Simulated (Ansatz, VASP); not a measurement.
# Two plane-wave programs on Cd2HgTe3

```
Cd Hg Te
1.0
     4.33636    0.00000    0.00000
    -2.16818    3.75539    0.00000
     0.00000    0.00000   10.64200
Cd Hg Te
2 1 3
Cartesian
  0.0000 2.5036 7.0949
  2.1682 1.2518 3.5471
  0.0000 0.0000 0.0000
  0.0000 0.0000 5.3210
  0.0000 2.5036 1.8158
  2.1682 1.2518 8.8262
```

Alike in both runs: functional PBE; k mesh 12 × 12 × 4; occupations gaussian, width 0.1 eV; no spin polarisation.

Ansatz relaxed the structure, and its values are those at the end. VASP's run is a single point on that final structure, the one shown.

|  | VASP | Ansatz |
| --- | --- | --- |
| version | VASP 6.6.1 | Ansatz 0.2.0 |
| potentials or method | VASP PAW PBE potentials, release 64 (Cd, Hg, Te), cutoff 520 eV | scalar-relativistic, plane waves, PAW |
| valence electrons in the cell | 54 | 108 |

Ansatz gave:

- gap on the k mesh at the Fermi level (eV): none
- pressure (GPa): 0.0

What did VASP give for the same quantities?

gap on the k mesh at the Fermi level (eV): none; pressure (GPa): 0.1.

A gap of «none» marks a metal or a gap that the smearing closes. The functional is the same, so the differences come from potentials, cutoffs and numerics. VASP's potentials hold 54 valence electrons a cell and Ansatz's 108, so a difference there can come from the potentials and not from the codes.

Spin-orbit coupling is off throughout.
